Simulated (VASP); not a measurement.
# KI in VASP: further runs

Runs on KI. Level: PBE. Tasks: single point.

All numbers are computed with VASP 6.6.1; they aren't measurements. Logs are shortened: lines on timing, memory, paths and dates and some standing lists are left out, and cuts for length are marked.

## (1) The cell of the first run

It takes space group Pm-3m (No. 221, cubic). The conventional cell has a = 4.162 Å, b = 4.162 Å, c = 4.162 Å, α = 90.00°, β = 90.00°, γ = 90.00°. Within 4.7 Å of K (site symmetry m-3m) lie 8 I at 3.60 Å and 6 K at 4.16 Å. I (site symmetry m-3m) has 8 K at 3.60 Å and 6 I at 4.16 Å within 4.7 Å.

## (2) Single point, PBE (strain -0.030 along x and y, -0.030 along z)

File INCAR:

```
PREC = Accurate
ENCUT = 520
EDIFF = 1E-6
ISMEAR = 0
SIGMA = 0.05
LREAL = False
LASPH = True
NELM = 60
ALGO = Normal
ISIF = 2
LWAVE = False
LCHARG = False
GGA = PE
NBANDS = 15
```

File KPOINTS:

```
Automatic mesh
0
Gamma
  6 6 6
```

File POSCAR:

```
KI
1.0
    4.1624607602      0.0000000000      0.0000000000
    0.0000000000      4.1624607602      0.0000000000
    0.0000000000      0.0000000000      4.1624607602
K I
1 1
Direct
    0.0000000000      0.0000000000      0.0000000000
    0.5000000000      0.5000000000      0.5000000000
```

Potentials or basis: VASP PAW PBE potentials, release 64 (K_sv, I).

Run with:

```bash
> cat potpaw_PBE.64/K_sv/POTCAR potpaw_PBE.64/I/POTCAR > POTCAR
> mpirun -np 1 vasp_std > vasp.out
```

OUTCAR:

```text
PREC = Accurate
   ENCUT = 520
   EDIFF = 1E-6
   ISMEAR = 0
   LREAL = False
   LASPH = True
   NELM = 60
   ISIF = 2
   GGA = PE

 ion  position               nearest neighbor table
   1  0.000  0.000  0.000-   2 3.60   2 3.60   2 3.60   2 3.60   2 3.60   2 3.60   2 3.60   2 3.60

   2  0.500  0.500  0.500-   1 3.60   1 3.60   1 3.60   1 3.60   1 3.60   1 3.60   1 3.60   1 3.60

  LATTYP: Found a simple cubic cell.
 ALAT       =     4.1624607602

  Lattice vectors:

 A1 = (   4.1624607602,   0.0000000000,   0.0000000000)
 A2 = (   0.0000000000,   4.1624607602,   0.0000000000)
 A3 = (   0.0000000000,   0.0000000000,   4.1624607602)

Analysis of symmetry for initial positions (statically):
=====================================================================
 Subroutine PRICEL returns:
 Original cell was already a primitive cell.

 Routine SETGRP: Setting up the symmetry group for a
 simple cubic supercell.

 Subroutine GETGRP returns: Found 48 space group operations
 (whereof 48 operations were pure point group operations)
 out of a pool of 48 trial point group operations.

The static configuration has the point symmetry O_h .

Analysis of symmetry for dynamics (positions and initial velocities):
=====================================================================
 Subroutine PRICEL returns:
 Original cell was already a primitive cell.

 Routine SETGRP: Setting up the symmetry group for a
 simple cubic supercell.

 Subroutine GETGRP returns: Found 48 space group operations
 (whereof 48 operations were pure point group operations)
 out of a pool of 48 trial point group operations.

The dynamic configuration has the point symmetry O_h .

 Subroutine INISYM returns: Found 48 space group operations
 (whereof 48 operations are pure point group operations),
 and found     1 'primitive' translations

----------------------------------------------------------------------------------------

                                     Primitive cell

  volume of cell :      72.1191

  direct lattice vectors                    reciprocal lattice vectors
     4.162460760  0.000000000  0.000000000     0.240242505  0.000000000  0.000000000
     0.000000000  4.162460760  0.000000000     0.000000000  0.240242505  0.000000000
     0.000000000  0.000000000  4.162460760     0.000000000  0.000000000  0.240242505

  length of vectors
     4.162460760  4.162460760  4.162460760     0.240242505  0.240242505  0.240242505

  position of ions in fractional coordinates (direct lattice)
     0.000000000  0.000000000  0.000000000
[... 84 lines left out ...]
   NELECT =      16.0000    total number of electrons
   NUPDOWN=      -1.0000    fix difference up-down
   EMIN   =  10.00;   EMAX   =-10.00  energy-range for DOS
   EFERMI =   0.00;   METHOD = LEGACY
   ISMEAR =     0;   SIGMA  =   0.05  broadening in eV -4-tet -1-fermi 0-gaus
   EFERMI_NEDOS =   21; number of points for ismear=-14 and -15
   IALGO  =     38    algorithm
   IMIX   =      4    mixing-type and parameters
     AMIX     =   0.40;   BMIX     =  1.00
     AMIX_MAG =   1.60;   BMIX_MAG =  1.00
  volume/ion in A,a.u.               =      36.06       243.34
  Fermi-wavevector in a.u.,A,eV,Ry     =   0.991056  1.872823 13.363522  0.982191
  Thomas-Fermi vector in A             =   2.122770
   LORBIT       =      0    0 simple, 1 ext, 2 COOP (PROOUT), +10 PAW based schemes
   GGA     = PE    functional components
   LHFCALC =     F    Hartree Fock is set to
   AEXX    =    0.0000 exact exchange contribution
   IVDW    =     0    specifies the selected vdW correction
   LEPSILON=     F    determine dielectric tensor
   LRPA    =     F    only Hartree local field effects (RPA)
 non-spin polarized calculation
 Gauss-broadening in eV      SIGMA  =   0.05
  energy-cutoff  :      520.00
  volume of cell :       72.12
 maximum number of plane-waves:      1980
 NGX is ok and might be reduce to    32
   NGX = 15   NGY = 15   NGZ = 15

 number of electron      15.9999999 magnetization

 Free energy of the ion-electron system (eV)
  ---------------------------------------------------
  ext. energy  EPLUGINS =         0.00000000
  ---------------------------------------------------
  free energy    TOTEN  =        -5.36530484 eV

  energy without entropy =       -5.36530484  energy(sigma->0) =       -5.36530484

 E-fermi :   1.7664     XC(G=0):  -8.0888

 val. band max:        1.5183510242   @ k =   0.5000   0.5000   0.0000
 cond. band min:       5.1001798642   @ k =   0.0000   0.0000   0.0000
 fundamental gap:      3.5818288400
 Fermi energy:         1.7663509084

 k-point     1 :       0.0000    0.0000    0.0000
  band No.  band energies     occupation
      1     -27.7962      2.00000
      2     -11.2513      2.00000
      3     -11.2513      2.00000
      4     -11.2513      2.00000
      5      -9.9030      2.00000
      6       1.1037      2.00000
      7       1.1037      2.00000
      8       1.1037      2.00000
      9       5.1002      0.00000
     10       6.0762      0.00000
     11       6.0762      0.00000
     12       9.9995      0.00000
     13       9.9995      0.00000
     14       9.9995      0.00000
[... 329 lines left out ...]
      2     -11.3385      2.00000
      3     -11.3385      2.00000
      4     -11.3385      2.00000
      5      -9.2326      2.00000
      6      -0.4311      2.00000
      7      -0.4311      2.00000
      8      -0.4311      2.00000
      9       7.1936      0.00000
     10       7.1936      0.00000
     11       7.1936      0.00000
     12      10.6999      0.00000
     13      10.6999      0.00000
     14      10.6999      0.00000
     15      11.1931      0.00000

------------------------ aborting loop because EDIFF is reached ----------------------------------------

  FORCE on cell =-STRESS in cart. coord.  units (eV):
  Direction    XX          YY          ZZ          XY          YZ          ZX
  --------------------------------------------------------------------------------------
  -------------------------------------------------------------------------------------
  Total        0.9853197      0.9853197      0.9853197      0.0000000     -0.0000000      0.0000000
  in kB       21.8895734     21.8895734     21.8895734      0.0000000     -0.0000000      0.0000000
  external PRESSURE =      21.8895734 kB  Pullay stress =       0.0000000 kB

 VOLUME and BASIS-vectors are now :
 -----------------------------------------------------------------------------
  energy-cutoff  :      520.00
  volume of cell :       72.12
      direct lattice vectors                 reciprocal lattice vectors
     4.162460760  0.000000000  0.000000000     0.240242505  0.000000000  0.000000000
     0.000000000  4.162460760  0.000000000     0.000000000  0.240242505  0.000000000
     0.000000000  0.000000000  4.162460760     0.000000000  0.000000000  0.240242505

 POSITION                                       TOTAL-FORCE (eV/Angst)
 -----------------------------------------------------------------------------------
      0.00000      0.00000      0.00000         0.000000      0.000000      0.000000
      2.08123      2.08123      2.08123         0.000000      0.000000      0.000000
 -----------------------------------------------------------------------------------
    total drift:                                0.000000      0.000000     -0.000000

  FREE ENERGIE OF THE ION-ELECTRON SYSTEM (eV)
  ---------------------------------------------------
  free  energy   TOTEN  =        -5.3653048379 eV

  energy  without entropy=       -5.3653048379  energy(sigma->0) =       -5.36530484
```

OSZICAR:

```text
N       E                     dE             d eps       ncg     rms          rms(c)
DAV:   1     0.906173143373E+02    0.90617E+02   -0.67192E+03   600   0.935E+02
DAV:   2    -0.492368517441E+00   -0.91110E+02   -0.85237E+02   783   0.221E+02
DAV:   3    -0.525981183159E+01   -0.47674E+01   -0.47485E+01   864   0.441E+01
DAV:   4    -0.545788791343E+01   -0.19808E+00   -0.19804E+00   930   0.795E+00
DAV:   5    -0.545977592568E+01   -0.18880E-02   -0.18880E-02   862   0.799E-01    0.319E+00
DAV:   6    -0.537931634407E+01    0.80460E-01   -0.57361E-02   768   0.180E+00    0.228E+00
DAV:   7    -0.536320956009E+01    0.16107E-01   -0.88043E-02   768   0.186E+00    0.747E-01
DAV:   8    -0.536509870831E+01   -0.18891E-02   -0.13933E-02   678   0.820E-01    0.171E-01
DAV:   9    -0.536522694893E+01   -0.12824E-03   -0.48289E-04   833   0.153E-01    0.803E-02
DAV:  10    -0.536529059076E+01   -0.63642E-04   -0.87432E-05   784   0.598E-02    0.175E-02
DAV:  11    -0.536530543899E+01   -0.14848E-04   -0.22278E-05   719   0.311E-02    0.182E-02
DAV:  12    -0.536530483793E+01    0.60106E-06   -0.64847E-07   690   0.671E-03
   1 F= -.53653048E+01 E0= -.53653048E+01  d E =-.810463E-14
```

stdout:

```text
POSCAR found type information on POSCAR K I
 POSCAR found :  2 types and       2 ions
 scaLAPACK will be used
 LDA part: xc-table for (Slater+PW92), standard interpolation
 POSCAR, INCAR and KPOINTS ok, starting setup
 FFT: planning ... GRIDC
 FFT: planning ... GRID_SOFT
 FFT: planning ... GRID
 WAVECAR not read
 entering main loop
```

It took 6.5 s on 1 thread of AMD EPYC 9R45 (Zen 5), shared host; peak memory 0.15 GiB.

Results:

```yaml
Free_energy: -5.3653 eV
Pressure: 2.2 GPa
Band_gap_on_the_k_mesh: 3.58 eV (least direct gap 3.82 eV)
```

Caveat: the cell differs from its parent crystal (strain -0.030 along x and y, -0.030 along z); spin-orbit coupling is left out, which moves the levels of the heavy elements. A k mesh can miss the band edges.

## (3) Single point, PBE (strain +0.030 along x and y, +0.030 along z)

File INCAR:

```
  PREC = Accurate
  ENCUT = 520
  EDIFF = 1E-6
  ISMEAR = 0
  SIGMA = 0.05
  LREAL = False
  LASPH = True
  NELM = 100
  ALGO = Normal
  ISIF = 2
  LWAVE = False
  LCHARG = True
  GGA = PE
  LELF = True
  LVHAR = True
  NBANDS = 15
```

KPOINTS is that of step 2.

File POSCAR:

```
KI
1.0
    4.4199325598      0.0000000000      0.0000000000
    0.0000000000      4.4199325598      0.0000000000
    0.0000000000      0.0000000000      4.4199325598
K I
1 1
Direct
    0.0000000000      0.0000000000      0.0000000000
    0.5000000000      0.5000000000      0.5000000000
```

Potentials or basis: VASP PAW PBE potentials, release 64 (K_sv, I).

Run with:

```bash
> cat potpaw_PBE.64/K_sv/POTCAR potpaw_PBE.64/I/POTCAR > POTCAR
> mpirun -np 1 vasp_std > vasp.out
```

It took 10 s on 1 thread of AMD EPYC 9R45 (Zen 5), shared host; peak memory 0.18 GiB.

The run converged. Its results:

```yaml
Free_energy: -5.4179 eV
Pressure: -0.6 GPa
Band_gap_on_the_k_mesh: 3.12 eV (least direct gap 3.44 eV)
```

Levels at points of the mesh, in eV from the valence-band top:
| k point | band 4 | band 5 | band 6 | band 7 | band 8 | band 9 | band 10 | band 11 | band 12 | band 13 |
| --- | --- | --- | --- | --- | --- | --- | --- | --- | --- | --- |
| (0.00, 0.00, 0.00) | -12.93 | -10.94 | -0.31 | -0.31 | -0.31 | 3.12 | 4.92 | 4.92 | 8.27 | 8.27 |
| (0.50, 0.00, 0.00) | -12.92 | -10.73 | -1.99 | -0.24 | -0.24 | 5.26 | 6.23 | 6.61 | 7.11 | 8.46 |
| (0.50, 0.50, 0.00) | -12.91 | -10.67 | -1.49 | -1.49 | 0.00 | 3.98 | 5.66 | 6.81 | 6.81 | 8.61 |
| (0.50, 0.50, 0.50) | -12.97 | -10.54 | -1.41 | -1.41 | -1.41 | 5.58 | 5.58 | 5.58 | 8.52 | 8.52 |

Caveat: the cell differs from its parent crystal (strain +0.030 along x and y, +0.030 along z); spin-orbit coupling is left out, which moves the levels of the heavy elements.

## (4) Single point, PBE (strain -0.030 along x and y, -0.015 along z)

File INCAR:

```
SYSTEM = KI
PREC = Accurate
ENCUT = 520
EDIFF = 1E-6
ISMEAR = 0
SIGMA = 0.05
LREAL = .FALSE.
LASPH = .TRUE.
NELM = 60
ALGO = Normal
ISIF = 2
LWAVE = .FALSE.
LCHARG = .FALSE.
GGA = PE
NBANDS = 15
```

File KPOINTS:

```
regular mesh
0
G
  6 6 6
  0 0 0
```

File POSCAR:

```
KI
1.0
    4.1624607602      0.0000000000      0.0000000000
    0.0000000000      4.1624607602      0.0000000000
    0.0000000000      0.0000000000      4.2268287101
K I
1 1
Direct
    0.0000000000      0.0000000000      0.0000000000
    0.5000000000      0.5000000000      0.5000000000
```

Run with:

```bash
> cat potpaw_PBE.64/K_sv/POTCAR potpaw_PBE.64/I/POTCAR > POTCAR
> mpirun -np 1 vasp_std > vasp.out
```

It took 11 s on 1 thread of AMD EPYC 9R45 (Zen 5), shared host; peak memory 0.17 GiB.

It converged, with:

```
Free energy            : -5.3782 eV
Pressure               : 1.9 GPa
Band gap on the k mesh : 3.50 eV (least direct gap 3.80 eV)
```

Stress tensor (GPa, compression positive):
```
2.04 0.00 0.00
0.00 2.04 0.00
0.00 0.00 1.51
```

Levels at points of the mesh, in eV from the valence-band top:
```
           k point  band 6  band 7  band 8  band 9  band 10  band 11
(0.00, 0.00, 0.00)   -0.51   -0.40   -0.40    3.50     4.54     4.60
(0.50, 0.00, 0.00)   -2.61   -0.44   -0.32    5.65     6.08     6.95
(0.50, 0.50, 0.00)   -1.95   -1.95   -0.09    3.83     5.60     6.64
(0.00, 0.00, 0.50)   -2.60   -0.35   -0.35    5.67     6.06     6.96
(0.50, 0.00, 0.50)   -1.98   -1.92    0.00    3.80     5.72     6.76
(0.50, 0.50, 0.50)   -1.94   -1.94   -1.90    5.61     5.65     5.65
```

Caveat: the cell differs from its parent crystal (strain -0.030 along x and y, -0.015 along z); spin-orbit coupling is left out, which moves the levels of the heavy elements.

## (5) Summary

```tsv
cell	gap on the mesh (eV)	pressure (GPa)
a = 4.162 Å, 2 atoms	3.58	2.2
a = 4.420 Å, 2 atoms	3.12	-0.6
a = 4.162, b = 4.162, c = 4.227 Å, 2 atoms	3.50	1.9
```

Alike in all rows: task single point; level PBE; potentials or basis VASP PAW PBE potentials, release 64 (K_sv, I); no spin polarisation; k mesh 6 × 6 × 6; cutoff (eV) 520; smearing gaussian 0.05 eV.

Caveats: spin-orbit coupling is left out, which moves the levels of the heavy elements.

Total energies depend on the potentials used, so only differences within one code and one set of settings carry meaning.
